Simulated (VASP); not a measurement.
# Si (P2_1/m) in VASP: further runs

Runs on Si. Level: PBE+D3(BJ). Tasks: single point.

All numbers are computed with VASP 6.6.1; they aren't measurements. Logs are shortened: lines on timing, memory, paths and dates and some standing lists are left out, and cuts for length are marked.

**1. The cell of the first run**

The structure is monoclinic, space group P2_1/m (No. 11). The conventional cell has a = 2.666 Å, b = 4.506 Å, c = 2.666 Å, α = 90.00°, β = 120.00°, γ = 90.00°. Si (site symmetry m) has 14 Si at 2.59 to 3.49 Å within 3.5 Å.

**2. Single point, PBE+D3(BJ) (atom 1 (Si) moved by (-0.300, +0.300) A along x and y)**

Contents of INCAR:

```
  PREC = Accurate
  ENCUT = 520
  EDIFF = 1E-6
  ISMEAR = 0
  SIGMA = 0.15
  LREAL = F
  LASPH = T
  NELM = 80
  ALGO = Normal
  ISIF = 2
  LWAVE = F
  LCHARG = F
  GGA = PE
  IVDW = 12
  NBANDS = 11
```

Contents of KPOINTS:

```
regular mesh
0
Gamma
  21 21 10
```

Contents of POSCAR:

```
Si
1.0
    2.6655775094      0.0000000000      0.0000000000
   -1.3327887547      2.3084578389      0.0000000000
    0.0000000000      0.0000000000      4.5062692700
Si
2
Direct
    0.2857658104      0.7966235560      0.2500000000
    0.6666666667      0.3333333333      0.7500000000
```

Potentials or basis: VASP PAW PBE potentials, release 64 (Si).

Run with:

```
cat potpaw_PBE.64/Si/POTCAR > POTCAR
mpirun -np 1 vasp_std > vasp.out
```

OUTCAR:

```text
PREC = Accurate
   ENCUT = 520
   EDIFF = 1E-6
   ISMEAR = 0
   LREAL = F
   LASPH = T
   NELM = 80
   ISIF = 2
   GGA = PE
   IVDW = 12
 IVDW          = 12

 ion  position               nearest neighbor table
   1  0.286  0.797  0.250-   2 2.59   2 2.59   2 2.70   2 2.70   2 2.98   2 2.98
   2  0.667  0.333  0.750-   1 2.59   1 2.59   1 2.70   1 2.70   1 2.98   1 2.98

  LATTYP: Found a hexagonal cell.
 ALAT       =     2.6655775094
 C/A-ratio  =     1.6905414508

  Lattice vectors:

 A1 = (   2.6655775094,   0.0000000000,   0.0000000000)
 A2 = (  -1.3327887547,   2.3084578389,   0.0000000000)
 A3 = (   0.0000000000,   0.0000000000,   4.5062692700)

Analysis of symmetry for initial positions (statically):
=====================================================================
 Subroutine PRICEL returns:
 Original cell was already a primitive cell.

 Routine SETGRP: Setting up the symmetry group for a
 hexagonal supercell.

 Subroutine GETGRP returns: Found  4 space group operations
 (whereof  1 operations were pure point group operations)
 out of a pool of 24 trial point group operations.

The static configuration has the point symmetry C_1 .
 The point group associated with its full space group is C_2h.

Analysis of symmetry for dynamics (positions and initial velocities):
=====================================================================
 Subroutine PRICEL returns:
 Original cell was already a primitive cell.

 Routine SETGRP: Setting up the symmetry group for a
 hexagonal supercell.

 Subroutine GETGRP returns: Found  4 space group operations
 (whereof  1 operations were pure point group operations)
 out of a pool of 24 trial point group operations.

The dynamic configuration has the point symmetry C_1 .
 The point group associated with its full space group is C_2h.

 Subroutine INISYM returns: Found  4 space group operations
 (whereof  1 operations are pure point group operations),
 and found     1 'primitive' translations

----------------------------------------------------------------------------------------

                                     Primitive cell

  volume of cell :      27.7288

  direct lattice vectors                    reciprocal lattice vectors
     2.665577509  0.000000000  0.000000000     0.375153225  0.216594816  0.000000000
    -1.332788755  2.308457839  0.000000000     0.000000000  0.433189631  0.000000000
     0.000000000  0.000000000  4.506269270     0.000000000  0.000000000  0.221913059

  length of vectors
     2.665577509  2.665577509  4.506269270     0.433189631  0.433189631  0.221913059

[... 89 lines left out ...]
   TEBEG  =    0.0;   TEEND  =   0.0 temperature during run
   PSTRESS=    0.0 pullay stress
   NELECT =       8.0000    total number of electrons
   NUPDOWN=      -1.0000    fix difference up-down
   EMIN   =  10.00;   EMAX   =-10.00  energy-range for DOS
   EFERMI =   0.00;   METHOD = LEGACY
   ISMEAR =     0;   SIGMA  =   0.15  broadening in eV -4-tet -1-fermi 0-gaus
   EFERMI_NEDOS =   21; number of points for ismear=-14 and -15
   IALGO  =     38    algorithm
   IMIX   =      4    mixing-type and parameters
     AMIX     =   0.40;   BMIX     =  1.00
     AMIX_MAG =   1.60;   BMIX_MAG =  1.00
  volume/ion in A,a.u.               =      13.86        93.56
  Fermi-wavevector in a.u.,A,eV,Ry     =   1.081753  2.044216 15.921389  1.170189
  Thomas-Fermi vector in A             =   2.217777
   LORBIT       =      0    0 simple, 1 ext, 2 COOP (PROOUT), +10 PAW based schemes
   GGA     = PE    functional components
   LHFCALC =     F    Hartree Fock is set to
   AEXX    =    0.0000 exact exchange contribution
   IVDW    =    12    specifies the selected vdW correction
   LEPSILON=     F    determine dielectric tensor
   LRPA    =     F    only Hartree local field effects (RPA)
 non-spin polarized calculation
 Gauss-broadening in eV      SIGMA  =   0.15
  energy-cutoff  :      520.00
  volume of cell :       27.73
 maximum number of plane-waves:       771
   NGX =  9   NGY =  9   NGZ = 17

 number of electron       8.0000001 magnetization

 Free energy of the ion-electron system (eV)
  ---------------------------------------------------
  ext. energy  EPLUGINS =         0.00000000
  ---------------------------------------------------
  free energy    TOTEN  =        -9.85504509 eV

  energy without entropy =       -9.84552288  energy(sigma->0) =       -9.85028398

 E-fermi :  10.6906     XC(G=0): -11.3616

 val. band max:       10.6890776298   @ k =   0.3333   0.1429   0.2000
 cond. band min:      10.6928568152   @ k =  -0.3810  -0.4762  -0.2000
 fundamental gap:      0.0037791855
 Fermi energy:        10.6905656869

 k-point     1 :       0.0000    0.0000    0.0000
  band No.  band energies     occupation
      1      -4.1229      2.00000
      2       2.5042      2.00000
      3       3.3385      2.00000
      4      19.3490      0.00000
      5      20.3401      0.00000
      6      20.6148      0.00000
      7      21.6896      0.00000
      8      21.7097      0.00000
      9      21.9619      0.00000
     10      22.6132      0.00000
     11      24.6966      0.00000
[... 309 lines left out ...]
 k-point    24 :       0.0000    0.3810    0.0000
  band No.  band energies     occupation
      1      -0.1970      2.00000
      2       5.9241      2.00000
      3       6.5329      2.00000
      4       7.0730      2.00000
      5      12.3943      0.00000
      6      13.0965      0.00000
      7      15.0247      0.00000
      8      16.4748      0.00000
      9      20.5750      0.00000
     10      22.7823      0.00000
     11      23.0514      0.00000

 [... further k-points ...]

------------------------ aborting loop because EDIFF is reached ----------------------------------------

 Edisp (eV)   -0.89591

 E8    (eV) :    -0.3663

  FORCE on cell =-STRESS in cart. coord.  units (eV):
  Direction    XX          YY          ZZ          XY          YZ          ZX
  --------------------------------------------------------------------------------------
  -------------------------------------------------------------------------------------
  Total      -0.34316    -0.40083     0.08469    -0.05925     0.00000     0.00000
  in kB     -19.82768   -23.16032     4.89361    -3.42355     0.00000     0.00000
  external pressure =      -12.70 kB  Pullay stress =        0.00 kB

 VOLUME and BASIS-vectors are now :
 -----------------------------------------------------------------------------
  energy-cutoff  :      520.00
  volume of cell :       27.73
      direct lattice vectors                 reciprocal lattice vectors
     2.665577509  0.000000000  0.000000000     0.375153225  0.216594816  0.000000000
    -1.332788755  2.308457839  0.000000000     0.000000000  0.433189631  0.000000000
     0.000000000  0.000000000  4.506269270     0.000000000  0.000000000  0.221913059

 POSITION                                       TOTAL-FORCE (eV/Angst)
 -----------------------------------------------------------------------------------
     -0.30000      1.83897      1.12657        -0.002806      0.130037      0.000000
      1.33279      0.76949      3.37970         0.002806     -0.130037     -0.000000
 -----------------------------------------------------------------------------------
    total drift:                               -0.000000     -0.000000      0.000000

  FREE ENERGIE OF THE ION-ELECTRON SYSTEM (eV)
  ---------------------------------------------------
  free  energy   TOTEN  =       -10.7509595780 eV

  energy  without entropy=      -10.7414373674  energy(sigma->0) =      -10.74619847
```

Wall time 2.1 min (1 thread of AMD EPYC 9R45 (Zen 5), shared host); peak memory 0.38 GiB.

What came out:

```yaml
Free_energy: -10.7510 eV
Pressure: -1.3 GPa
Largest_force: 0.130 eV/Å
Band_gap_on_the_k_mesh: zero (bands 4 and 5 overlap by 12.34 eV)
Dispersion_energy_per_atom: -0.448 eV
```

Forces in eV/Å, atoms in the order of the input:
```
Si  -0.003  0.130  0.000
Si   0.003 -0.130  0.000
```

Caveat: the cell differs from its parent crystal (atom 1 (Si) moved by (-0.300, +0.300) A along x and y).

**3. Single point, PBE+D3(BJ) (atom 1 (Si) moved by (-0.300, +0.150) A along x and y)**

Contents of INCAR:

```
SYSTEM = Si
ALGO     = Normal         ! electronic algorithm
EDIFF    = 1E-6           ! SCF threshold, eV
ENCUT    = 520            ! plane-wave cutoff, eV
GGA      = PE             ! functional
ISIF     = 2              ! what is computed and relaxed
ISMEAR   = 0              ! smearing method
IVDW     = 12             ! dispersion correction
LASPH    = .TRUE.         ! aspherical terms in the spheres
LCHARG   = .FALSE.        ! write CHGCAR
LREAL    = .FALSE.        ! projectors in reciprocal space
LWAVE    = .FALSE.        ! write WAVECAR
NBANDS   = 11             ! bands
NELM     = 60             ! most SCF steps
PREC     = Accurate       ! precision mode
SIGMA    = 0.15           ! smearing width, eV
```

Contents of KPOINTS:

```
k-points
0
G
  21 21 10
  0 0 0
```

Edit POSCAR of step 2 so:

```diff
@@ -8,3 +8,3 @@
 Direct
-    0.2857658104      0.7966235560      0.2500000000
+    0.2532765881      0.7316451114      0.2500000000
     0.6666666667      0.3333333333      0.7500000000
```

Potentials or basis: VASP PAW PBE potentials, release 64 (Si).

Run with:

```
cat potpaw_PBE.64/Si/POTCAR > POTCAR
mpirun -np 1 vasp_std > vasp.out
```

OUTCAR:

```text
SYSTEM = Si
   EDIFF = 1E-6
   ENCUT = 520
   GGA = PE
   ISIF = 2
   ISMEAR = 0
   IVDW = 12
   LASPH = .TRUE.
   LREAL = .FALSE.
   NELM = 60
   PREC = Accurate
 IVDW          = 12

 ion  position               nearest neighbor table
   1  0.253  0.732  0.250-   2 2.64   2 2.64   2 2.66   2 2.66   2 2.93   2 2.93
   2  0.667  0.333  0.750-   1 2.64   1 2.64   1 2.66   1 2.66   1 2.93   1 2.93

  LATTYP: Found a hexagonal cell.
 ALAT       =     2.6655775094
 C/A-ratio  =     1.6905414508

  Lattice vectors:

 A1 = (   2.6655775094,   0.0000000000,   0.0000000000)
 A2 = (  -1.3327887547,   2.3084578389,   0.0000000000)
 A3 = (   0.0000000000,   0.0000000000,   4.5062692700)

Analysis of symmetry for initial positions (statically):
=====================================================================
 Subroutine PRICEL returns:
 Original cell was already a primitive cell.

 Routine SETGRP: Setting up the symmetry group for a
 hexagonal supercell.

 Subroutine GETGRP returns: Found  4 space group operations
 (whereof  1 operations were pure point group operations)
 out of a pool of 24 trial point group operations.

The static configuration has the point symmetry C_1 .
 The point group associated with its full space group is C_2h.

Analysis of symmetry for dynamics (positions and initial velocities):
=====================================================================
 Subroutine PRICEL returns:
 Original cell was already a primitive cell.

 Routine SETGRP: Setting up the symmetry group for a
 hexagonal supercell.

 Subroutine GETGRP returns: Found  4 space group operations
 (whereof  1 operations were pure point group operations)
 out of a pool of 24 trial point group operations.

The dynamic configuration has the point symmetry C_1 .
 The point group associated with its full space group is C_2h.

 Subroutine INISYM returns: Found  4 space group operations
 (whereof  1 operations are pure point group operations),
 and found     1 'primitive' translations

----------------------------------------------------------------------------------------

                                     Primitive cell

  volume of cell :      27.7288

  direct lattice vectors                    reciprocal lattice vectors
     2.665577509  0.000000000  0.000000000     0.375153225  0.216594816  0.000000000
    -1.332788755  2.308457839  0.000000000     0.000000000  0.433189631  0.000000000
     0.000000000  0.000000000  4.506269270     0.000000000  0.000000000  0.221913059

  length of vectors
     2.665577509  2.665577509  4.506269270     0.433189631  0.433189631  0.221913059

  position of ions in fractional coordinates (direct lattice)
     0.253276588  0.731645111  0.250000000
     0.666666667  0.333333333  0.750000000

  ion indices of the primitive-cell ions
   primitive index   ion index
                 1           1
                 2           2

----------------------------------------------------------------------------------------

 KPOINTS: k-points

Automatic generation of k-mesh.
 Grid dimensions read from file:
 generate k-points for:   21   21   10

 Generating k-lattice:

  Cartesian coordinates                     Fractional coordinates (reciprocal lattice)
     0.017864439  0.010314039  0.000000000     0.047619048  0.000000000  0.000000000
[... 40 lines left out ...]
 [... further k-points ...]
   k-points           NKPTS =   1326   k-points in BZ     NKDIM =   1326   number of bands    NBANDS=     11
   number of dos      NEDOS =    301   number of ions     NIONS =      2
   total plane-waves  NPLWV =  14400
   dimension x,y,z NGX =    20 NGY =   20 NGZ =   36
   dimension x,y,z NGXF=    40 NGYF=   40 NGZF=   72
   ions per type =               2
   NGX,Y,Z   is equivalent  to a cutoff of  12.47, 12.47, 13.28 a.u.
   NGXF,Y,Z  is equivalent  to a cutoff of  24.95, 24.95, 26.56 a.u.
 SYSTEM =  Si
   PREC   = accura    normal or accurate (medium, high low for compatibility)
   ISTART =      0    job   : 0-new  1-cont  2-samecut
   ICHARG =      2    charge: 1-file 2-atom 10-const
   ISPIN  =      1    spin polarized calculation?
   LNONCOLLINEAR =      F non collinear calculations
   LSORBIT =      F    spin-orbit coupling
   LASPH  =      T    aspherical Exc in radial PAW
   ENCUT  =  520.0 eV  38.22 Ry    6.18 a.u.   4.96  4.96  8.38*2*pi/ulx,y,z
   NELM   =     60;   NELMIN=  2; NELMDL= -5     # of ELM steps
   EDIFF  = 0.1E-05   stopping-criterion for ELM
   LREAL  =      F    real-space projection
   EDIFFG = 0.1E-04   stopping-criterion for IOM
   NSW    =      0    number of steps for IOM
   IBRION =     -1    ionic relax: 0-MD 1-quasi-New 2-CG
   NFREE  =      0    steps in history (QN), initial steepest desc. (CG)
   ISIF   =      2    stress and relaxation
   ISYM   =      2    0-nonsym 1-usesym 2-fastsym
   POTIM  = 0.5000    time-step for ionic-motion
   TEBEG  =    0.0;   TEEND  =   0.0 temperature during run
   PSTRESS=    0.0 pullay stress
   NELECT =       8.0000    total number of electrons
   NUPDOWN=      -1.0000    fix difference up-down
   EMIN   =  10.00;   EMAX   =-10.00  energy-range for DOS
   EFERMI =   0.00;   METHOD = LEGACY
   ISMEAR =     0;   SIGMA  =   0.15  broadening in eV -4-tet -1-fermi 0-gaus
   EFERMI_NEDOS =   21; number of points for ismear=-14 and -15
   IALGO  =     38    algorithm
   IMIX   =      4    mixing-type and parameters
     AMIX     =   0.40;   BMIX     =  1.00
     AMIX_MAG =   1.60;   BMIX_MAG =  1.00
  volume/ion in A,a.u.               =      13.86        93.56
  Fermi-wavevector in a.u.,A,eV,Ry     =   1.081753  2.044216 15.921389  1.170189
  Thomas-Fermi vector in A             =   2.217777
   LORBIT       =      0    0 simple, 1 ext, 2 COOP (PROOUT), +10 PAW based schemes
   GGA     = PE    functional components
   LHFCALC =     F    Hartree Fock is set to
   AEXX    =    0.0000 exact exchange contribution
   IVDW    =    12    specifies the selected vdW correction
   LEPSILON=     F    determine dielectric tensor
   LRPA    =     F    only Hartree local field effects (RPA)
 non-spin polarized calculation
 Gauss-broadening in eV      SIGMA  =   0.15
  energy-cutoff  :      520.00
  volume of cell :       27.73
 maximum number of plane-waves:       771
   NGX =  9   NGY =  9   NGZ = 17

 number of electron       8.0000000 magnetization

 Free energy of the ion-electron system (eV)
  ---------------------------------------------------
  ext. energy  EPLUGINS =         0.00000000
  ---------------------------------------------------
  free energy    TOTEN  =        -9.84419948 eV

  energy without entropy =       -9.83464417  energy(sigma->0) =       -9.83942183

 E-fermi :  10.7034     XC(G=0): -11.3642

 val. band max:       10.7027233266   @ k =  -0.0476  -0.4762   0.1000
 cond. band min:      10.7103403257   @ k =  -0.3333  -0.4762   0.5000
 fundamental gap:      0.0076169990
 Fermi energy:        10.7033954460

 k-point     1 :       0.0000    0.0000    0.0000
  band No.  band energies     occupation
      1      -4.1203      2.00000
      2       2.5055      2.00000
      3       3.3477      2.00000
      4      19.4320      0.00000
      5      20.2318      0.00000
      6      20.7099      0.00000
      7      21.5377      0.00000
      8      21.6840      0.00000
      9      21.9097      0.00000
     10      22.9948      0.00000
     11      24.7064      0.00000
[... 309 lines left out ...]
 k-point    24 :       0.0000    0.3810    0.0000
  band No.  band energies     occupation
      1      -0.1970      2.00000
      2       5.9430      2.00000
      3       6.5207      2.00000
      4       7.0689      2.00000
      5      12.4021      0.00000
      6      13.1835      0.00000
      7      15.0104      0.00000
      8      16.5232      0.00000
      9      20.6048      0.00000
     10      22.7799      0.00000
     11      22.9593      0.00000

 [... further k-points ...]

------------------------ aborting loop because EDIFF is reached ----------------------------------------

 Edisp (eV)   -0.89582

 E8    (eV) :    -0.3663

  FORCE on cell =-STRESS in cart. coord.  units (eV):
  Direction    XX          YY          ZZ          XY          YZ          ZX
  --------------------------------------------------------------------------------------
  -------------------------------------------------------------------------------------
  Total      -0.37434    -0.43096    -0.05723    -0.04447     0.00000     0.00000
  in kB     -21.62927   -24.90098    -3.30658    -2.56946     0.00000     0.00000
  external pressure =      -16.61 kB  Pullay stress =        0.00 kB

 VOLUME and BASIS-vectors are now :
 -----------------------------------------------------------------------------
  energy-cutoff  :      520.00
  volume of cell :       27.73
      direct lattice vectors                 reciprocal lattice vectors
     2.665577509  0.000000000  0.000000000     0.375153225  0.216594816  0.000000000
    -1.332788755  2.308457839  0.000000000     0.000000000  0.433189631  0.000000000
     0.000000000  0.000000000  4.506269270     0.000000000  0.000000000  0.221913059

 POSITION                                       TOTAL-FORCE (eV/Angst)
 -----------------------------------------------------------------------------------
     -0.30000      1.68897      1.12657        -0.068273      0.017045      0.000000
      1.33279      0.76949      3.37970         0.068273     -0.017045      0.000000
 -----------------------------------------------------------------------------------
    total drift:                                0.000000      0.000000     -0.000000

  FREE ENERGIE OF THE ION-ELECTRON SYSTEM (eV)
  ---------------------------------------------------
  free  energy   TOTEN  =       -10.7400228069 eV

  energy  without entropy=      -10.7304674919  energy(sigma->0) =      -10.73524515
```

Wall time 2.1 min (1 thread of AMD EPYC 9R45 (Zen 5), shared host); peak memory 0.38 GiB.

What came out:

| Property | Result |
| --- | --- |
| Free energy | -10.7400 eV |
| Pressure | -1.7 GPa |
| Largest force | 0.070 eV/Å |
| Band gap on the k mesh | zero (bands 4 and 5 overlap by 12.43 eV) |
| Dispersion energy per atom | -0.448 eV |

Forces on the atoms (eV/Å):
```
Si  -0.068  0.017  0.000
Si   0.068 -0.017  0.000
```

Caveat: the cell differs from its parent crystal (atom 1 (Si) moved by (-0.300, +0.150) A along x and y).
